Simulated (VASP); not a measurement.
Wanted: the native input for a VASP 6.6.1 run.

```yaml
Task: relaxation of cell and atoms
Functional: r2SCAN
Potentials_or_basis: VASP PAW PBE potentials, release 64 (Ru_pv)
Cutoff: 600 eV
k_mesh: 18 × 18 × 10
Occupations: gaussian, width 0.1 eV
Spin: no spin polarisation
Target_pressure: 3 GPa
Dipole_correction: no
Further_INCAR_settings: ALGO = Normal; EDIFF = 1e-06; IBRION = 2; EDIFFG = -0.008; NSW = 70; ISIF = 3
```

Ru:

```
Ru
1.0
     2.67695    0.00000    0.00000
    -1.33848    2.31831    0.00000
     0.00000    0.00000    4.22557
Ru
2
Direct
  0.33333 0.66667 0.25000
  0.66667 0.33333 0.75000
```

The input as run:

POSCAR

```
Ru
1.0
    2.6769541245      0.0000000000      0.0000000000
   -1.3384770622      2.3183102766      0.0000000000
    0.0000000000      0.0000000000      4.2255704399
Ru
2
Direct
    0.3333333333      0.6666666667      0.2500000000
    0.6666666667      0.3333333333      0.7500000000
```

INCAR.step1

```
SYSTEM = Ru
  ALGO = Normal
  EDIFF = 1E-4
  ENCUT = 600
  GGA = PE
  ISMEAR = 0
  LASPH = .True.
  LCHARG = .False.
  LREAL = .False.
  LWAVE = .True.
  NELM = 60
  PREC = Accurate
  SIGMA = 0.1
```

INCAR.step2

```
SYSTEM = Ru
  ALGO = Normal
  EDIFF = 1E-6
  EDIFFG = -0.008
  ENCUT = 600
  IBRION = 2
  ISIF = 3
  ISMEAR = 0
  ISTART = 1
  LASPH = .True.
  LCHARG = .False.
  LMIXTAU = .True.
  LREAL = .False.
  LWAVE = .False.
  METAGGA = R2SCAN
  NELM = 60
  NSW = 70
  PREC = Accurate
  PSTRESS = 30.0
  SIGMA = 0.1
```

KPOINTS

```
k-points
0
Gamma
  18 18 10
  0 0 0
```

Potentials or basis: VASP PAW PBE potentials, release 64 (Ru_pv).

Run with:

```sh
$ cat potpaw_PBE.64/Ru_pv/POTCAR > POTCAR
$ cp INCAR.step1 INCAR
$ mpirun -np 1 vasp_std > vasp.out
$ cp INCAR.step2 INCAR
$ mpirun -np 1 vasp_std > vasp.out
```

It gave:

```
Relaxed volume                                             : 13.43 Å³/atom
Relaxed cell                                               : a = 2.698 Å, b = 2.698 Å, c = 4.262 Å, α = 90.00°, β = 90.00°, γ = 120.00°
Space group after relaxing (to 0.1 Å)                      : P6_3/mmc (No. 194)
Energy change on relaxing (the run minimises the enthalpy) : -14.9 meV/atom
Ionic steps                                                : 4
Pressure after relaxing                                    : 3.0 GPa
Band gap on the k mesh                                     : zero (bands 14 and 15 overlap by 3.31 eV)
```

Caveat: the cell is relaxed towards a set pressure, so the run minimises the enthalpy, not the energy; the PAW data sets were made with another functional, which shifts forces and pressure a little.

Wall time 14 min on 1 thread of AMD EPYC 9R45 96-Core Processor (Zen 5), on a shared host, peak memory 0.22 GiB.
